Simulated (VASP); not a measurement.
# HfC (WC type) (P-6m2) in VASP: notebook

Runs on HfC (WC type). Level: PBE. Tasks: single point.

Program: VASP 6.6.1. These are calculated values, not measurements. Logs are shortened: lines on timing, memory, paths and dates and some standing lists are left out, and cuts for length are marked.

## Step 1: The cell of the first run

The structure is hexagonal, space group P-6m2 (No. 187). The conventional cell has a = 3.083 Å, b = 3.083 Å, c = 2.824 Å, α = 90.00°, β = 90.00°, γ = 120.00°. Hf (site symmetry -6m2) has 6 C at 2.27 Å and 8 Hf at 2.82 to 3.08 Å within 3.1 Å. C (site symmetry -6m2) has 6 Hf at 2.27 Å and 8 C at 2.82 to 3.08 Å within 3.1 Å.

## Step 2: Single point, PBE (11.63 Å³/atom)

The input, INCAR:

```
PREC     = Accurate       # precision mode
ENCUT    = 520            # plane-wave cutoff, eV
EDIFF    = 1E-6           # SCF threshold, eV
ISMEAR   = -1             # smearing method
SIGMA    = 0.08           # smearing width, eV
LREAL    = F              # projectors in reciprocal space
LASPH    = T              # aspherical terms in the spheres
NELM     = 100            # most SCF steps
ALGO     = Normal         # electronic algorithm
ISIF     = 2              # what is computed and relaxed
LWAVE    = F              # write WAVECAR
LCHARG   = F              # write CHGCAR
GGA      = PE             # functional
NBANDS   = 14             # bands
```

The input, KPOINTS:

```
regular mesh
0
Gamma
  14 14 13
```

The input, POSCAR:

```
HfC
1.0
    3.0833603594      0.0000000000      0.0000000000
   -1.5416801797      2.6702684002      0.0000000000
    0.0000000000      0.0000000000      2.8239579804
Hf C
1 1
Direct
    0.0000000000      0.0000000000      0.0000000000
    0.3333333333      0.6666666667      0.5000000000
```

Potentials or basis: VASP PAW PBE potentials, release 64 (Hf_pv, C).

The run is started by

```
$ cat potpaw_PBE.64/Hf_pv/POTCAR potpaw_PBE.64/C/POTCAR > POTCAR
$ mpirun -np 1 vasp_std > vasp.out
```

OUTCAR:

```text
PREC = Accurate
   ENCUT = 520
   EDIFF = 1E-6
   ISMEAR = -1
   LREAL = F
   LASPH = T
   NELM = 100
   ISIF = 2
   GGA = PE

 ion  position               nearest neighbor table
   1  0.000  0.000  0.000-   2 2.27   2 2.27   2 2.27   2 2.27   2 2.27   2 2.27
   2  0.333  0.667  0.500-   1 2.27   1 2.27   1 2.27   1 2.27   1 2.27   1 2.27

  LATTYP: Found a hexagonal cell.
 ALAT       =     3.0833603594
 C/A-ratio  =     0.9158702361

  Lattice vectors:

 A1 = (   3.0833603594,   0.0000000000,   0.0000000000)
 A2 = (  -1.5416801797,   2.6702684002,   0.0000000000)
 A3 = (   0.0000000000,   0.0000000000,   2.8239579804)

Analysis of symmetry for initial positions (statically):
=====================================================================
 Subroutine PRICEL returns:
 Original cell was already a primitive cell.

 Routine SETGRP: Setting up the symmetry group for a
 hexagonal supercell.

 Subroutine GETGRP returns: Found 12 space group operations
 (whereof 12 operations were pure point group operations)
 out of a pool of 24 trial point group operations.

The static configuration has the point symmetry D_3h.

Analysis of symmetry for dynamics (positions and initial velocities):
=====================================================================
 Subroutine PRICEL returns:
 Original cell was already a primitive cell.

 Routine SETGRP: Setting up the symmetry group for a
 hexagonal supercell.

 Subroutine GETGRP returns: Found 12 space group operations
 (whereof 12 operations were pure point group operations)
 out of a pool of 24 trial point group operations.

The dynamic configuration has the point symmetry D_3h.

 Subroutine INISYM returns: Found 12 space group operations
 (whereof 12 operations are pure point group operations),
 and found     1 'primitive' translations

----------------------------------------------------------------------------------------

                                     Primitive cell

  volume of cell :      23.2508

  direct lattice vectors                    reciprocal lattice vectors
     3.083360359  0.000000000  0.000000000     0.324321482  0.187247095  0.000000000
    -1.541680180  2.670268400  0.000000000     0.000000000  0.374494189  0.000000000
     0.000000000  0.000000000  2.823957980     0.000000000  0.000000000  0.354112918

  length of vectors
     3.083360359  3.083360359  2.823957980     0.374494189  0.374494189  0.354112918

  position of ions in fractional coordinates (direct lattice)
     0.000000000  0.000000000  0.000000000
     0.333333333  0.666666667  0.500000000

  ion indices of the primitive-cell ions
   primitive index   ion index
                 1           1
                 2           2

----------------------------------------------------------------------------------------

 KPOINTS: regular mesh

Automatic generation of k-mesh.
 Grid dimensions read from file:
 generate k-points for:   14   14   13

 Generating k-lattice:

  Cartesian coordinates                     Fractional coordinates (reciprocal lattice)
     0.023165820  0.013374792  0.000000000     0.071428571  0.000000000  0.000000000
     0.000000000  0.026749585  0.000000000     0.000000000  0.071428571  0.000000000
     0.000000000  0.000000000  0.027239455     0.000000000  0.000000000  0.076923077

  Length of vectors
     0.026749585  0.026749585  0.027239455

  Shift w.r.t. Gamma in fractional coordinates (k-lattice)
     0.000000000  0.000000000  0.000000000

 Subroutine IBZKPT returns following result:
 ===========================================

 Found    168 irreducible k-points:

 Following reciprocal coordinates:
            Coordinates               Weight
  0.000000  0.000000  0.000000      1.000000
  0.071429  0.000000  0.000000      6.000000
  0.142857  0.000000  0.000000      6.000000
  0.214286  0.000000  0.000000      6.000000
  0.285714  0.000000  0.000000      6.000000
  0.357143  0.000000  0.000000      6.000000
[... 16 lines left out ...]
  0.285714  0.285714  0.000000      6.000000
  0.357143  0.285714  0.000000      6.000000
 [... further k-points ...]
   k-points           NKPTS =    168   k-points in BZ     NKDIM =    168   number of bands    NBANDS=     14
   number of dos      NEDOS =    301   number of ions     NIONS =      2
   total plane-waves  NPLWV =  13824
   dimension x,y,z NGX =    24 NGY =   24 NGZ =   24
   dimension x,y,z NGXF=    48 NGYF=   48 NGZF=   48
   ions per type =               1   1
   NGX,Y,Z   is equivalent  to a cutoff of  12.94, 12.94, 14.13 a.u.
   NGXF,Y,Z  is equivalent  to a cutoff of  25.88, 25.88, 28.26 a.u.
 SYSTEM =  unknown system
   PREC   = accura    normal or accurate (medium, high low for compatibility)
   ISTART =      0    job   : 0-new  1-cont  2-samecut
   ICHARG =      2    charge: 1-file 2-atom 10-const
   ISPIN  =      1    spin polarized calculation?
   LNONCOLLINEAR =      F non collinear calculations
   LSORBIT =      F    spin-orbit coupling
   LASPH  =      T    aspherical Exc in radial PAW
   ENCUT  =  520.0 eV  38.22 Ry    6.18 a.u.   5.73  5.73  5.25*2*pi/ulx,y,z
   NELM   =    100;   NELMIN=  2; NELMDL= -5     # of ELM steps
   EDIFF  = 0.1E-05   stopping-criterion for ELM
   LREAL  =      F    real-space projection
   EDIFFG = 0.1E-04   stopping-criterion for IOM
   NSW    =      0    number of steps for IOM
   IBRION =     -1    ionic relax: 0-MD 1-quasi-New 2-CG
   NFREE  =      0    steps in history (QN), initial steepest desc. (CG)
   ISIF   =      2    stress and relaxation
   ISYM   =      2    0-nonsym 1-usesym 2-fastsym
   POTIM  = 0.5000    time-step for ionic-motion
   TEBEG  =    0.0;   TEEND  =   0.0 temperature during run
   PSTRESS=    0.0 pullay stress
   NELECT =      14.0000    total number of electrons
   NUPDOWN=      -1.0000    fix difference up-down
   EMIN   =  10.00;   EMAX   =-10.00  energy-range for DOS
   EFERMI =   0.00;   METHOD = LEGACY
   ISMEAR =    -1;   SIGMA  =   0.08  broadening in eV -4-tet -1-fermi 0-gaus
   EFERMI_NEDOS =   21; number of points for ismear=-14 and -15
   IALGO  =     38    algorithm
   IMIX   =      4    mixing-type and parameters
     AMIX     =   0.40;   BMIX     =  1.00
     AMIX_MAG =   1.60;   BMIX_MAG =  1.00
  volume/ion in A,a.u.               =      11.63        78.45
  Fermi-wavevector in a.u.,A,eV,Ry     =   1.382415  2.612385 26.001694  1.911071
  Thomas-Fermi vector in A             =   2.507108
   LORBIT       =      0    0 simple, 1 ext, 2 COOP (PROOUT), +10 PAW based schemes
   GGA     = PE    functional components
   LHFCALC =     F    Hartree Fock is set to
   AEXX    =    0.0000 exact exchange contribution
   IVDW    =     0    specifies the selected vdW correction
   LEPSILON=     F    determine dielectric tensor
   LRPA    =     F    only Hartree local field effects (RPA)
 non-spin polarized calculation
  energy-cutoff  :      520.00
  volume of cell :       23.25
 maximum number of plane-waves:       642
 NGX is ok and might be reduce to    24
   NGX = 11   NGY = 11   NGZ = 11

 number of electron      14.0000000 magnetization

 Free energy of the ion-electron system (eV)
  ---------------------------------------------------
  ext. energy  EPLUGINS =         0.00000000
  ---------------------------------------------------
  free energy    TOTEN  =       -19.24509599 eV

  energy without entropy =      -19.23824161  energy(sigma->0) =      -19.24166880

 E-fermi :   6.4418     XC(G=0): -12.6169

 val. band max:        6.4334222111   @ k =   0.2857   0.0000   0.0000
 cond. band min:       6.4658755023   @ k =   0.2857   0.2857   0.4615
 fundamental gap:      0.0324532912
 Fermi energy:         6.4417845343

 k-point     1 :       0.0000    0.0000    0.0000
  band No.  band energies     occupation
      1     -22.7565      2.00000
      2     -22.7565      2.00000
      3     -22.3574      2.00000
      4      -6.0296      2.00000
      5       4.7478      2.00000
      6       4.7478      2.00000
      7       5.0093      2.00000
      8       8.2497      0.00000
      9      12.4033      0.00000
     10      13.5704      0.00000
     11      13.5704      0.00000
     12      14.0494      0.00000
     13      14.0494      0.00000
     14      20.7376      0.00000

 k-point     2 :       0.0714    0.0000    0.0000
  band No.  band energies     occupation
      1     -22.8091      2.00000
      2     -22.7677      2.00000
      3     -22.3512      2.00000
      4      -5.9000      2.00000
      5       4.4399      2.00000
      6       4.8526      2.00000
      7       5.1405      2.00000
      8       8.0483      0.00000
      9      12.8069      0.00000
     10      13.5178      0.00000
     11      13.7896      0.00000
     12      13.8039      0.00000
     13      13.9893      0.00000
     14      20.7341      0.00000

 k-point     3 :       0.1429    0.0000    0.0000
  band No.  band energies     occupation
      1     -22.9536      2.00000
      2     -22.7990      2.00000
      3     -22.3337      2.00000
      4      -5.5319      2.00000
      5       3.7835      2.00000
      6       5.1504      2.00000
      7       5.3999      2.00000
      8       7.5586      0.00000
      9      13.0418      0.00000
     10      13.3743      0.00000
     11      13.8447      0.00000
     12      14.0040      0.00000
     13      14.3042      0.00000
     14      20.7245      0.00000
[... 324 lines left out ...]
 k-point    23 :       0.2857    0.2857    0.0000
  band No.  band energies     occupation
      1     -23.5474      2.00000
      2     -23.2825      2.00000
      3     -22.2193      2.00000
      4      -2.6283      2.00000
      5       1.9303      2.00000
      6       4.0032      2.00000
      7       5.7328      1.99972
      8       8.6576      0.00000
      9      10.6722      0.00000
     10      11.0146      0.00000
     11      13.0489      0.00000
     12      17.7155      0.00000
     13      20.3401      0.00000
     14      20.7777      0.00000

 k-point    24 :       0.3571    0.2857    0.0000
  band No.  band energies     occupation
      1     -23.5194      2.00000
      2     -23.3477      2.00000
      3     -22.2154      2.00000
      4      -2.4938      2.00000
      5       2.0339      2.00000
      6       3.7140      2.00000
      7       5.7075      1.99979
      8       9.1214      0.00000
      9      10.4572      0.00000
     10      10.8683      0.00000
     11      12.6432      0.00000
     12      17.9084      0.00000
     13      20.7106      0.00000
     14      21.7870      0.00000

 [... further k-points ...]

------------------------ aborting loop because EDIFF is reached ----------------------------------------

  FORCE on cell =-STRESS in cart. coord.  units (eV):
  Direction    XX          YY          ZZ          XY          YZ          ZX
  --------------------------------------------------------------------------------------
  -------------------------------------------------------------------------------------
  Total        4.6069583      4.6069583      4.4872975      0.0000000      0.0000000     -0.0000000
  in kB      317.4588459    317.4588459    309.2131905      0.0000000      0.0000000     -0.0000000
  external PRESSURE =     314.7102941 kB  Pullay stress =       0.0000000 kB

 VOLUME and BASIS-vectors are now :
 -----------------------------------------------------------------------------
  energy-cutoff  :      520.00
  volume of cell :       23.25
      direct lattice vectors                 reciprocal lattice vectors
     3.083360359  0.000000000  0.000000000     0.324321482  0.187247095  0.000000000
    -1.541680180  2.670268400  0.000000000     0.000000000  0.374494189  0.000000000
     0.000000000  0.000000000  2.823957980     0.000000000  0.000000000  0.354112918

 POSITION                                       TOTAL-FORCE (eV/Angst)
 -----------------------------------------------------------------------------------
      0.00000      0.00000      0.00000         0.000000     -0.000000      0.000000
     -0.00000      1.78018      1.41198        -0.000000      0.000000      0.000000
 -----------------------------------------------------------------------------------
    total drift:                                0.000000     -0.000000     -0.000000

  FREE ENERGIE OF THE ION-ELECTRON SYSTEM (eV)
  ---------------------------------------------------
  free  energy   TOTEN  =       -19.2450959903 eV

  energy  without entropy=      -19.2382416069  energy(sigma->0) =      -19.24166880
```

Run time: 42 s. Hardware: 1 thread of Intel Xeon 8259CL, shared host; peak memory 0.18 GiB.

What came out:

- Free energy: -19.2451 eV
- Pressure: 31.5 GPa
- Band gap on the k mesh: zero (bands 7 and 8 overlap by 0.16 eV)

Stress tensor (GPa, compression positive):
```
31.75  0.00  0.00
 0.00 31.75  0.00
 0.00  0.00 30.92
```

Caveat: the cell stands under pressure; spin-orbit coupling is left out, which moves the levels of the heavy elements.

## Step 3: Single point, PBE

This run uses another cell than the first one, of 12.42 Å³/atom.

Edit INCAR of step 2 so:

```diff
@@ -7,3 +7,3 @@
 LASPH    = T              # aspherical terms in the spheres
-NELM     = 100            # most SCF steps
+NELM     = 60             # most SCF steps
 ALGO     = Normal         # electronic algorithm
@@ -11,4 +11,6 @@
 LWAVE    = F              # write WAVECAR
-LCHARG   = F              # write CHGCAR
+LCHARG   = T              # write CHGCAR
 GGA      = PE             # functional
+LELF     = T              # ELF
+LVHAR    = T            
 NBANDS   = 14             # bands
```

KPOINTS is that of step 2.

The input, POSCAR:

```
HfC
1.0
    3.1609184419      0.0000000000      0.0000000000
   -1.5804592210      2.7374356699      0.0000000000
    0.0000000000      0.0000000000      2.8702875054
Hf C
1 1
Direct
    0.0000000000      0.0000000000      0.0000000000
    0.3333333333      0.6666666667      0.5000000000
```

Potentials or basis: VASP PAW PBE potentials, release 64 (Hf_pv, C).

The run is started by

```
$ cat potpaw_PBE.64/Hf_pv/POTCAR potpaw_PBE.64/C/POTCAR > POTCAR
$ mpirun -np 1 vasp_std > vasp.out
```

It took 51 s on 1 thread of Intel Xeon 8259CL, shared host; peak memory 0.18 GiB.

It converged, with:

```
Free energy            : -19.4616 eV
Pressure               : 13.0 GPa
Band gap on the k mesh : zero (bands 7 and 8 overlap by 0.01 eV)
```

Stress tensor (GPa, compression positive):
```
13.19  0.00  0.00
 0.00 13.19  0.00
 0.00  0.00 12.55
```

Levels at points of the mesh, in eV from the Fermi level:
```tsv
k point	band 5	band 6	band 7	band 8	band 9	band 10
(0.00, 0.00, 0.00)	-1.60	-1.60	-1.24	1.75	5.42	6.68
(0.50, 0.00, 0.00)	-4.93	-0.87	-0.60	0.43	5.85	6.32
```

Caveat: the cell stands under pressure; spin-orbit coupling is left out, which moves the levels of the heavy elements.
